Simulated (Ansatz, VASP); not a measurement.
**Two plane-wave programs on BaTe**

POSCAR

```
BaTe
1.0
    0.0000000000      3.5323793130      3.5323793130
    3.4366518336      0.0000000000      3.5323793130
    3.4366518336      3.5323793130      0.0000000000
Ba Te
1 1
Direct
    0.0000000000      0.0000000000      0.0000000000
    0.5000000000      0.5000000000      0.5000000000
```

INCAR.step1

```
ALGO = Normal ; EDIFF = 1E-5
ENCUT = 520 ; GGA = PE
ISIF = 2 ; ISMEAR = 0
LASPH = T ; LCHARG = F
LREAL = F ; LWAVE = T
NBANDS = 15 ; NELM = 80
PREC = Accurate ; SIGMA = 0.01
```

File INCAR.step2:

```
ALGO = Normal ; EDIFF = 1E-7
ENCUT = 520 ; GGA = PE
HFSCREEN = 0.2079 ; ISIF = 2
ISMEAR = 0 ; ISTART = 1
LASPH = T ; LCHARG = F
LHFCALC = T ; LREAL = F
LWAVE = F ; NBANDS = 15
NELM = 80 ; PREC = Accurate
PRECFOCK = Normal ; SIGMA = 0.01
```

Contents of KPOINTS:

```
k-points
0
Gamma
  4 4 4
```

Input for Ansatz:

```yaml
crystal:
  lattice:
    - [0.0, 3.532379313, 3.532379313]
    - [3.4366518336, 0.0, 3.532379313]
    - [3.4366518336, 3.532379313, 0.0]
  atoms:
    - { symbol: Ba, position: [0.0, 0.0, 0.0] }
    - { symbol: Te, position: [0.5, 0.5, 0.5] }
kpoints:
  mp_grid: { grid: [4, 4, 4] }
  band_path:
    path:
      - [0.0, 0.0, 0.0]
      - [0.5, 0.0, 0.5]
      - [0.625, 0.25, 0.625]
      - [0.375, 0.375, 0.75]
      - [0.5, 0.5, 0.5]
      - [0.5, 0.25, 0.75]
      - [0.0, 0.5, 0.5]
    npoints: 1
hamiltonian:
  xc: hse06
scf:
  occupations: { method: fixed }
  n_extra_bands: 4
output:
  forces: true
  stress: true
  eigenvalues: true
```

Change from the starting cell: uniaxial_x strain -2.7%.

Alike in both runs: task single point; functional HSE06; k mesh 4 × 4 × 4; no spin polarisation.

|  | VASP | Ansatz |
| --- | --- | --- |
| version | VASP 6.6.1 | Ansatz 0.2.0 |
| potentials or method | VASP PAW PBE potentials, release 64 (Ba_sv, Te) | plane waves, PAW |
| plane-wave cutoff (eV) | 520 | 420 |
| occupations | gaussian, width 0.01 eV | fixed |
| valence electrons in the cell | 16 | 26 |

|  | VASP | Ansatz | Ansatz less VASP |
| --- | --- | --- | --- |
| gap on the k mesh at the Fermi level (eV) | 2.19 | 2.24 | +0.058 |
| pressure (GPa) | 0.9 | 0.7 | -0.24 |
| traceless stress, the component that is largest in VASP (GPa) | 1.36 | 1.30 | -0.060 |

VASP's potentials hold 16 valence electrons a cell and Ansatz's 26, so a difference there can come from the potentials and not from the codes. Ansatz's warnings: stress exchange threshold loose, stress scf threshold loose.

Neither program's run includes spin-orbit coupling.
